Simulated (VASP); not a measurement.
## Ti: single point with LDA

Crystal: Ti.

```
Ti
1.0
    -1.78270    1.78270    1.39050
     1.78270   -1.78270    1.39050
     1.78270    1.78270   -1.39050
Ti
1
Direct
  0.00000 0.00000 0.00000
```

This cell differs from its parent crystal: ratio of the length along z to the lengths across it x 0.78, volume and fractional coordinates fixed.

```json
{
  "Program": "VASP 6.6.1",
  "Task": "single point",
  "Functional": "LDA",
  "Potentials or basis": "VASP PAW LDA potentials, release 64 (Ti_sv)",
  "Cutoff": "520 eV",
  "k mesh": "22 × 22 × 22",
  "Occupations": "gaussian, width 0.15 eV",
  "Spin": "no spin polarisation"
}
```

| Property | Result |
| --- | --- |
| Pressure | -10.8 GPa |
| Band gap on the k mesh | zero (band 6 reaches 8.29 eV, above the bottom of band 7 at 7.34 eV) |

Stress tensor (GPa, compression positive):
```
-12.39   0.00   0.00
  0.00 -12.39   0.00
  0.00   0.00  -7.60
```

Levels at points of the mesh, in eV from the Fermi level:
```csv
k point,band 2,band 3,band 4,band 5,band 6,band 7,band 8,band 9,band 10,band 11
"(0.00, 0.00, 0.00)",-32.16,-32.16,-32.07,-5.87,-0.13,1.13,1.86,1.86,3.30,15.78
"(0.50, 0.00, 0.00)",-32.87,-32.34,-32.25,-2.39,-0.98,2.00,2.41,3.90,3.98,9.44
"(0.50, 0.50, 0.00)",-32.79,-32.18,-32.12,-2.52,0.17,1.09,1.22,2.39,4.00,7.46
"(0.50, 0.50, 0.50)",-32.66,-32.66,-32.30,-2.33,-1.88,3.77,3.77,4.08,6.04,6.04
```

Run time: 2 min on 1 thread of Intel(R) Xeon(R) 6975P-C (Granite Rapids) (shared host), peak memory 0.27 GiB.
